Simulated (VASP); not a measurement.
# CO (P2_13) in VASP: further runs

Runs on CO. Level: r2SCAN. Tasks: single point, relaxation of cell and atoms.

Everything below comes from runs of VASP 6.6.1. Logs are shortened: lines on timing, memory, paths and dates and some standing lists are left out, and cuts for length are marked.

## (1) The cell of the first run

The structure is cubic, space group P2_13 (No. 198). Conventional cell: a = 5.630 Å, b = 5.630 Å, c = 5.630 Å, α = 90.00°, β = 90.00°, γ = 90.00°. Within 1.4 Å of C (site symmetry 3) lie 1 O at 1.06 Å. O (site symmetry 3) has 1 C at 1.06 Å within 1.4 Å.

## (2) Single point, r2SCAN

Contents of POSCAR:

```
CO
1.0
    5.6300000000      0.0000000000      0.0000000000
    0.0000000000      5.6300000000      0.0000000000
    0.0000000000      0.0000000000      5.6300000000
C O
4 4
Direct
    0.9580000000      0.9580000000      0.9580000000
    0.5420000000      0.0420000000      0.4580000000
    0.4580000000      0.5420000000      0.0420000000
    0.0420000000      0.4580000000      0.5420000000
    0.0670000000      0.0670000000      0.0670000000
    0.4330000000      0.9330000000      0.5670000000
    0.5670000000      0.4330000000      0.9330000000
    0.9330000000      0.5670000000      0.4330000000
```

Contents of INCAR.step1:

```
SYSTEM = CO
PREC     = Accurate       ! precision mode
ENCUT    = 910            ! plane-wave cutoff, eV
ISMEAR   = 0              ! smearing method
SIGMA    = 0.1            ! smearing width, eV
LREAL    = .False.        ! projectors in reciprocal space
LASPH    = .True.         ! aspherical terms in the spheres
NELM     = 120            ! most SCF steps
NBANDS   = 30             ! bands
GGA      = PE             ! functional
ALGO     = Normal         ! electronic algorithm
EDIFF    = 1E-5           ! SCF threshold, eV
LWAVE    = .True.         ! write WAVECAR
LCHARG   = .False.        ! write CHGCAR
GGA_COMPAT= .False.
```

Contents of INCAR.step2:

```
SYSTEM = CO
PREC     = Accurate       ! precision mode
ENCUT    = 910            ! plane-wave cutoff, eV
EDIFF    = 1E-6           ! SCF threshold, eV
ISMEAR   = 0              ! smearing method
SIGMA    = 0.1            ! smearing width, eV
LREAL    = .False.        ! projectors in reciprocal space
LASPH    = .True.         ! aspherical terms in the spheres
NELM     = 120            ! most SCF steps
ALGO     = Normal         ! electronic algorithm
ISIF     = 2              ! what is computed and relaxed
LWAVE    = .False.        ! write WAVECAR
LCHARG   = .False.        ! write CHGCAR
METAGGA  = R2SCAN         ! meta-GGA
LMIXTAU  = .True.       
NBANDS   = 30             ! bands
ISTART   = 1            
GGA_COMPAT= .False.
```

Contents of KPOINTS:

```
Automatic mesh
0
Gamma
  4 4 4
  0 0 0
```

Potentials or basis: VASP PAW PBE potentials, release 64 (C_h, O_h).

Run with:

```console
$ cat potpaw_PBE.64/C_h/POTCAR potpaw_PBE.64/O_h/POTCAR > POTCAR
$ cp INCAR.step1 INCAR
$ mpirun -np 1 vasp_std > vasp.out
$ cp INCAR.step2 INCAR
$ mpirun -np 1 vasp_std > vasp.out
```

OUTCAR:

```text
SYSTEM = CO
   PREC = Accurate
   ENCUT = 910
   EDIFF = 1E-6
   ISMEAR = 0
   LREAL = .False.
   LASPH = .True.
   NELM = 120
   ISIF = 2
   METAGGA = R2SCAN
   ISTART = 1

 ion  position               nearest neighbor table
   1  0.958  0.958  0.958-   5 1.06
   2  0.542  0.042  0.458-   6 1.06
   3  0.458  0.542  0.042-   7 1.06
   4  0.042  0.458  0.542-   8 1.06
   5  0.067  0.067  0.067-   1 1.06
   6  0.433  0.933  0.567-   2 1.06
   7  0.567  0.433  0.933-   3 1.06
   8  0.933  0.567  0.433-   4 1.06

  LATTYP: Found a simple cubic cell.
 ALAT       =     5.6300000000

  Lattice vectors:

 A1 = (   5.6300000000,   0.0000000000,   0.0000000000)
 A2 = (   0.0000000000,   5.6300000000,   0.0000000000)
 A3 = (   0.0000000000,   0.0000000000,   5.6300000000)

Analysis of symmetry for initial positions (statically):
=====================================================================
 Subroutine PRICEL returns:
 Original cell was already a primitive cell.

 Routine SETGRP: Setting up the symmetry group for a
 simple cubic supercell.

 Subroutine GETGRP returns: Found 12 space group operations
 (whereof  3 operations were pure point group operations)
 out of a pool of 48 trial point group operations.

The static configuration has the point symmetry C_3 .
 The point group associated with its full space group is T   .

Analysis of symmetry for dynamics (positions and initial velocities):
=====================================================================
 Subroutine PRICEL returns:
 Original cell was already a primitive cell.

 Routine SETGRP: Setting up the symmetry group for a
 simple cubic supercell.

 Subroutine GETGRP returns: Found 12 space group operations
 (whereof  3 operations were pure point group operations)
 out of a pool of 48 trial point group operations.

The dynamic configuration has the point symmetry C_3 .
 The point group associated with its full space group is T   .

 Subroutine INISYM returns: Found 12 space group operations
 (whereof  3 operations are pure point group operations),
 and found     1 'primitive' translations

----------------------------------------------------------------------------------------

                                     Primitive cell

  volume of cell :     178.4535

  direct lattice vectors                    reciprocal lattice vectors
     5.630000000  0.000000000  0.000000000     0.177619893  0.000000000  0.000000000
     0.000000000  5.630000000  0.000000000     0.000000000  0.177619893  0.000000000
     0.000000000  0.000000000  5.630000000     0.000000000  0.000000000  0.177619893

  length of vectors
     5.630000000  5.630000000  5.630000000     0.177619893  0.177619893  0.177619893

  position of ions in fractional coordinates (direct lattice)
     0.958000000  0.958000000  0.958000000
     0.542000000  0.042000000  0.458000000
     0.458000000  0.542000000  0.042000000
     0.042000000  0.458000000  0.542000000
     0.067000000  0.067000000  0.067000000
     0.433000000  0.933000000  0.567000000
     0.567000000  0.433000000  0.933000000
     0.933000000  0.567000000  0.433000000

  ion indices of the primitive-cell ions
   primitive index   ion index
                 1           1
                 2           2
                 3           3
                 4           4
                 5           5
                 6           6
                 7           7
                 8           8

----------------------------------------------------------------------------------------

 KPOINTS: Automatic mesh

Automatic generation of k-mesh.
 Grid dimensions read from file:
 generate k-points for:    4    4    4

 Generating k-lattice:

  Cartesian coordinates                     Fractional coordinates (reciprocal lattice)
     0.044404973  0.000000000  0.000000000     0.250000000  0.000000000  0.000000000
     0.000000000  0.044404973  0.000000000     0.000000000  0.250000000  0.000000000
     0.000000000  0.000000000  0.044404973     0.000000000  0.000000000  0.250000000

  Length of vectors
     0.044404973  0.044404973  0.044404973

  Shift w.r.t. Gamma in fractional coordinates (k-lattice)
     0.000000000  0.000000000  0.000000000

 Subroutine IBZKPT returns following result:
 ===========================================

 Found     11 irreducible k-points:

 Following reciprocal coordinates:
            Coordinates               Weight
  0.000000  0.000000  0.000000      1.000000
  0.250000  0.000000  0.000000      6.000000
  0.500000  0.000000  0.000000      3.000000
  0.250000  0.250000  0.000000     12.000000
  0.500000  0.250000  0.000000      6.000000
 -0.250000  0.500000  0.000000      6.000000
  0.500000  0.500000  0.000000      3.000000
  0.250000  0.250000  0.250000      8.000000
  0.500000  0.250000  0.250000     12.000000
  0.500000  0.500000  0.250000      6.000000
  0.500000  0.500000  0.500000      1.000000
   k-points           NKPTS =     11   k-points in BZ     NKDIM =     11   number of bands    NBANDS=     30
   number of dos      NEDOS =    301   number of ions     NIONS =      8
   total plane-waves  NPLWV = 175616
   dimension x,y,z NGX =    56 NGY =   56 NGZ =   56
   dimension x,y,z NGXF=   112 NGYF=  112 NGZF=  112
   ions per type =               4   4
   NGX,Y,Z   is equivalent  to a cutoff of  16.54, 16.54, 16.54 a.u.
   NGXF,Y,Z  is equivalent  to a cutoff of  33.07, 33.07, 33.07 a.u.
 SYSTEM =  CO
   PREC   = accura    normal or accurate (medium, high low for compatibility)
   ISTART =      1    job   : 0-new  1-cont  2-samecut
   ICHARG =      0    charge: 1-file 2-atom 10-const
   ISPIN  =      1    spin polarized calculation?
   LNONCOLLINEAR =      F non collinear calculations
   LSORBIT =      F    spin-orbit coupling
   LASPH  =      T    aspherical Exc in radial PAW
   ENCUT  =  910.0 eV  66.88 Ry    8.18 a.u.  13.85 13.85 13.85*2*pi/ulx,y,z
   NELM   =    120;   NELMIN=  2; NELMDL=  0     # of ELM steps
   EDIFF  = 0.1E-05   stopping-criterion for ELM
   LREAL  =      F    real-space projection
   EDIFFG = 0.1E-04   stopping-criterion for IOM
   NSW    =      0    number of steps for IOM
   IBRION =     -1    ionic relax: 0-MD 1-quasi-New 2-CG
   NFREE  =      0    steps in history (QN), initial steepest desc. (CG)
   ISIF   =      2    stress and relaxation
   ISYM   =      2    0-nonsym 1-usesym 2-fastsym
   POTIM  = 0.5000    time-step for ionic-motion
   TEBEG  =    0.0;   TEEND  =   0.0 temperature during run
   PSTRESS=    0.0 pullay stress
   NELECT =      40.0000    total number of electrons
   NUPDOWN=      -1.0000    fix difference up-down
   EMIN   =  10.00;   EMAX   =-10.00  energy-range for DOS
   EFERMI =   0.00;   METHOD = LEGACY
   ISMEAR =     0;   SIGMA  =   0.10  broadening in eV -4-tet -1-fermi 0-gaus
   EFERMI_NEDOS =   21; number of points for ismear=-14 and -15
   IALGO  =     38    algorithm
   IMIX   =      4    mixing-type and parameters
     AMIX     =   0.40;   BMIX     =  1.00
     AMIX_MAG =   1.60;   BMIX_MAG =  1.00
  volume/ion in A,a.u.               =      22.31       150.53
  Fermi-wavevector in a.u.,A,eV,Ry     =   0.994458  1.879253 13.455436  0.988947
  Thomas-Fermi vector in A             =   2.126411
   LORBIT       =      0    0 simple, 1 ext, 2 COOP (PROOUT), +10 PAW based schemes
   METAGGA = R2SCAN    functional components
   LHFCALC =     F    Hartree Fock is set to
   AEXX    =    0.0000 exact exchange contribution
   IVDW    =     0    specifies the selected vdW correction
   LEPSILON=     F    determine dielectric tensor
   LRPA    =     F    only Hartree local field effects (RPA)
 non-spin polarized calculation
 Gauss-broadening in eV      SIGMA  =   0.10
  energy-cutoff  :      910.00
  volume of cell :      178.45
 maximum number of plane-waves:     11176
   NGX = 27   NGY = 27   NGZ = 27

 number of electron      39.9999989 magnetization

 Free energy of the ion-electron system (eV)
  ---------------------------------------------------
  ext. energy  EPLUGINS =         0.00000000
  ---------------------------------------------------
  free energy    TOTEN  =       -65.75868058 eV

  energy without entropy =      -65.75868058  energy(sigma->0) =      -65.75868058

 E-fermi :  -4.7777     XC(G=0):  -6.6404

 val. band max:       -5.2667840888   @ k =   0.2500   0.0000   0.0000
 cond. band min:       1.8574122309   @ k =   0.2500   0.0000   0.0000
 fundamental gap:      7.1241963197
 Fermi energy:        -4.7777199351

 k-point     1 :       0.0000    0.0000    0.0000
  band No.  band energies     occupation
      1     -28.0081      2.00000
      2     -27.9644      2.00000
      3     -27.9644      2.00000
      4     -27.9644      2.00000
      5     -11.0618      2.00000
      6     -11.0618      2.00000
[... 22 lines left out ...]
     29       5.7736      0.00000
     30       7.9024      0.00000

 k-point     2 :       0.2500    0.0000    0.0000
  band No.  band energies     occupation
      1     -28.0023      2.00000
      2     -27.9736      2.00000
      3     -27.9637      2.00000
      4     -27.9615      2.00000
      5     -11.0720      2.00000
      6     -11.0633      2.00000
[... 22 lines left out ...]
     29       5.8477      0.00000
     30       6.9521      0.00000

 k-point     3 :       0.5000    0.0000    0.0000
  band No.  band energies     occupation
      1     -27.9884      2.00000
      2     -27.9884      2.00000
      3     -27.9621      2.00000
      4     -27.9621      2.00000
      5     -11.0685      2.00000
      6     -11.0685      2.00000
[... 22 lines left out ...]
     29       6.2313      0.00000
     30       6.2313      0.00000

 k-point     4 :       0.2500    0.2500    0.0000
  band No.  band energies     occupation
      1     -27.9974      2.00000
      2     -27.9756      2.00000
      3     -27.9660      2.00000
      4     -27.9620      2.00000
      5     -11.0731      2.00000
      6     -11.0573      2.00000
[... 22 lines left out ...]
     29       5.9275      0.00000
     30       6.7154      0.00000

 k-point     5 :       0.5000    0.2500    0.0000
  band No.  band energies     occupation
      1     -27.9858      2.00000
      2     -27.9858      2.00000
      3     -27.9646      2.00000
      4     -27.9646      2.00000
      5     -11.0650      2.00000
      6     -11.0650      2.00000
[... 22 lines left out ...]
     29       6.2509      0.00000
     30       6.2509      0.00000
[... 97 lines left out ...]
     29       6.0261      0.00000
     30       6.6293      0.00000

 k-point     9 :       0.5000    0.2500    0.2500
  band No.  band energies     occupation
      1     -27.9835      2.00000
      2     -27.9835      2.00000
      3     -27.9668      2.00000
      4     -27.9668      2.00000
      5     -11.0634      2.00000
      6     -11.0634      2.00000
[... 22 lines left out ...]
     29       6.3354      0.00000
     30       6.3354      0.00000

 k-point    10 :       0.5000    0.5000    0.2500
  band No.  band energies     occupation
      1     -27.9803      2.00000
      2     -27.9803      2.00000
      3     -27.9700      2.00000
      4     -27.9700      2.00000
      5     -11.0596      2.00000
      6     -11.0596      2.00000
[... 22 lines left out ...]
     29       6.4570      0.00000
     30       6.4570      0.00000

 k-point    11 :       0.5000    0.5000    0.5000
  band No.  band energies     occupation
      1     -27.9751      2.00000
      2     -27.9751      2.00000
      3     -27.9751      2.00000
      4     -27.9751      2.00000
      5     -11.0488      2.00000
      6     -11.0488      2.00000
[... 22 lines left out ...]
     29       6.9225      0.00000
     30       6.9225      0.00000

------------------------ aborting loop because EDIFF is reached ----------------------------------------

  FORCE on cell =-STRESS in cart. coord.  units (eV):
  Direction    XX          YY          ZZ          XY          YZ          ZX
  --------------------------------------------------------------------------------------
  -------------------------------------------------------------------------------------
  Total       13.3884758     13.3884758     13.3884758     -0.0000000      0.0000000      0.0000000
  in kB      120.2033400    120.2033400    120.2033400     -0.0000000      0.0000000      0.0000000
  external PRESSURE =     120.2033400 kB  Pullay stress =       0.0000000 kB

 VOLUME and BASIS-vectors are now :
 -----------------------------------------------------------------------------
  energy-cutoff  :      910.00
  volume of cell :      178.45
      direct lattice vectors                 reciprocal lattice vectors
     5.630000000  0.000000000  0.000000000     0.177619893  0.000000000  0.000000000
     0.000000000  5.630000000  0.000000000     0.000000000  0.177619893  0.000000000
     0.000000000  0.000000000  5.630000000     0.000000000  0.000000000  0.177619893

 POSITION                                       TOTAL-FORCE (eV/Angst)
 -----------------------------------------------------------------------------------
      5.39354      5.39354      5.39354        -5.526809     -5.526809     -5.526809
      3.05146      0.23646      2.57854         5.526809      5.526809     -5.526809
      2.57854      3.05146      0.23646        -5.526809      5.526809      5.526809
      0.23646      2.57854      3.05146         5.526809     -5.526809      5.526809
      0.37721      0.37721      0.37721         5.537133      5.537133      5.537133
      2.43779      5.25279      3.19221        -5.537133     -5.537133      5.537133
      3.19221      2.43779      5.25279         5.537133     -5.537133     -5.537133
      5.25279      3.19221      2.43779        -5.537133      5.537133     -5.537133
 -----------------------------------------------------------------------------------
    total drift:                                0.000000      0.000000      0.000000

  FREE ENERGIE OF THE ION-ELECTRON SYSTEM (eV)
  ---------------------------------------------------
  free  energy   TOTEN  =       -65.7586805756 eV

  energy  without entropy=      -65.7586805756  energy(sigma->0) =      -65.75868058
```

Wall time 5 min (1 thread of AMD EPYC 9R45 (Zen 5), shared host); peak memory 0.47 GiB.

Results:

```yaml
Free_energy: -65.7587 eV
Pressure: 12.0 GPa
Largest_force: 9.591 eV/Å
Band_gap_on_the_k_mesh: 7.12 eV
```

Forces in eV/Å, atoms in the order of the input:
```
C   -5.527 -5.527 -5.527
C    5.527  5.527 -5.527
C   -5.527  5.527  5.527
C    5.527 -5.527  5.527
O    5.537  5.537  5.537
O   -5.537 -5.537  5.537
O    5.537 -5.537 -5.537
O   -5.537  5.537 -5.537
```

Caveat: the cutoff is under 1.25 times the usual one of these potentials, so pressure, stress and relaxed cells hold a basis-set (Pulay) error; the cell stands under pressure; the PAW data sets were made with another functional, which shifts forces and pressure a little.

## (3) Single point, r2SCAN

This run uses another cell than the first one, of 22.71 Å³/atom.

Contents of POSCAR:

```
CO
1.0
    5.6639354834      0.0000000000      0.0000000000
    0.0000000000      5.6639354834      0.0000000000
    0.0000000000      0.0000000000      5.6639354834
C O
4 4
Direct
    0.9644410114      0.9644410114      0.9644410114
    0.5355589886      0.0355589886      0.4644410114
    0.4644410114      0.5355589886      0.0355589886
    0.0355589886      0.4644410114      0.5355589886
    0.0792260673      0.0792260673      0.0792260673
    0.4207739327      0.9207739327      0.5792260673
    0.5792260673      0.4207739327      0.9207739327
    0.9207739327      0.5792260673      0.4207739327
```

Contents of INCAR.step1:

```
ALGO = Normal ; EDIFF = 1E-5
ENCUT = 910 ; GGA = PE
GGA_COMPAT = F ; ISMEAR = 0
LASPH = T ; LCHARG = F
LREAL = F ; LWAVE = T
NBANDS = 30 ; NELM = 120
PREC = Accurate ; SIGMA = 0.1
```

Contents of INCAR.step2:

```
ALGO = Normal ; EDIFF = 1E-6
ENCUT = 910 ; GGA_COMPAT = F
ISIF = 2 ; ISMEAR = 0
ISTART = 1 ; LASPH = T
LCHARG = F ; LMIXTAU = T
LREAL = F ; LWAVE = F
METAGGA = R2SCAN ; NBANDS = 30
NELM = 120 ; PREC = Accurate
SIGMA = 0.1
```

Contents of KPOINTS:

```
k-points
0
Gamma
  4 4 4
```

Potentials or basis: VASP PAW PBE potentials, release 64 (C_h, O_h).

Run with:

```console
$ cat potpaw_PBE.64/C_h/POTCAR potpaw_PBE.64/O_h/POTCAR > POTCAR
$ cp INCAR.step1 INCAR
$ mpirun -np 1 vasp_std > vasp.out
$ cp INCAR.step2 INCAR
$ mpirun -np 1 vasp_std > vasp.out
```

Wall time 5.2 min (1 thread of Intel Xeon 6975P-C (Granite Rapids), shared host); peak memory 0.5 GiB.

The run converged. Its results:

```
Free energy            : -66.8848 eV
Pressure               : -0.2 GPa
Largest force          : 0.004 eV/Å
Band gap on the k mesh : 6.74 eV
```

Forces in eV/Å, atoms in the order of the input:
```
C    0.002  0.002  0.002
C   -0.002 -0.002  0.002
C    0.002 -0.002 -0.002
C   -0.002  0.002 -0.002
O   -0.001 -0.001 -0.001
O    0.001  0.001 -0.001
O   -0.001  0.001  0.001
O    0.001 -0.001  0.001
```

Levels at points of the mesh, in eV from the valence-band top:
| k point | band 17 | band 18 | band 19 | band 20 | band 21 | band 22 | band 23 | band 24 |
| --- | --- | --- | --- | --- | --- | --- | --- | --- |
| (0.00, 0.00, 0.00) | -1.11 | -0.03 | -0.03 | -0.03 | 6.97 | 6.97 | 6.97 | 7.64 |
| (0.50, 0.00, 0.00) | -0.53 | -0.53 | 0.00 | 0.00 | 6.78 | 6.78 | 7.52 | 7.52 |
| (0.50, 0.50, 0.00) | -0.33 | -0.33 | -0.20 | -0.20 | 7.00 | 7.00 | 7.31 | 7.31 |
| (0.50, 0.50, 0.50) | -0.28 | -0.28 | -0.28 | -0.28 | 7.33 | 7.33 | 7.33 | 7.33 |

Caveat: the cutoff is under 1.25 times the usual one of these potentials, so pressure, stress and relaxed cells hold a basis-set (Pulay) error; the PAW data sets were made with another functional, which shifts forces and pressure a little.

(Continued in part 2 of 2.)
